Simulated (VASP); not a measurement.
Runs of VASP 6.6.1 on AlFe3B. The structure is that of space group Pm-3m (No. 221), or close to it. The cells are those of the table. 

| task | level | cell | k mesh | cutoff (eV) | gap on the mesh (eV) | pressure (GPa) | moment (μB) |
| --- | --- | --- | --- | --- | --- | --- | --- |
| single point | PBEsol | a = 3.899, b = 3.899, c = 3.822 Å, 5 atoms | 6 × 6 × 6 | 520 | none | -13.3 | (a) |
| relaxation of cell and atoms | PBEsol | relaxed from a = 3.822 Å, 5 atoms | 7 × 7 × 7 | 600 | none | -0.1 | 4.07 |
| single point | PBEsol | a = 3.746, b = 3.746, c = 3.822 Å, 5 atoms | 6 × 6 × 6 | 520 | none | 0.9 | (c) |
| single point | PBE | a = 3.822 Å, 5 atoms | 7 × 7 × 7 | 520 | none | -0.8 | 4.11 |
| single point | PBEsol | a = 3.822 Å, 5 atoms | 6 × 6 × 6 | 520 | none | -7.2 | 4.11 |
| single point | PBEsol | a = 3.822 Å, 5 atoms | 7 × 7 × 7 | 520 | none | (b) | 4.11 |
| single point | PBEsol | a = 3.772 Å, 5 atoms | 7 × 7 × 7 | 520 | none | 0.7 | 4.06 |
| single point | PBEsol | a = 3.861, b = 3.861, c = 3.822 Å, 5 atoms | 6 × 6 × 6 | 520 | none | (d) | 4.15 |

Alike in all rows: potentials or basis VASP PAW PBE potentials, release 64 (Fe, Al, B); spin collinear, ferromagnetic start; smearing fermi-dirac 0.05 eV.

Problem. Fill in the values left out.

Solution. (a) 4.20; (b) -7.1; (c) 4.02; (d) -10.4.

Caveats: the PAW data sets were made with another functional, which shifts forces and pressure a little (at least some runs); the cell stands under tension (at least some runs).

A gap of «none» marks levels without a gap at the run's occupations.
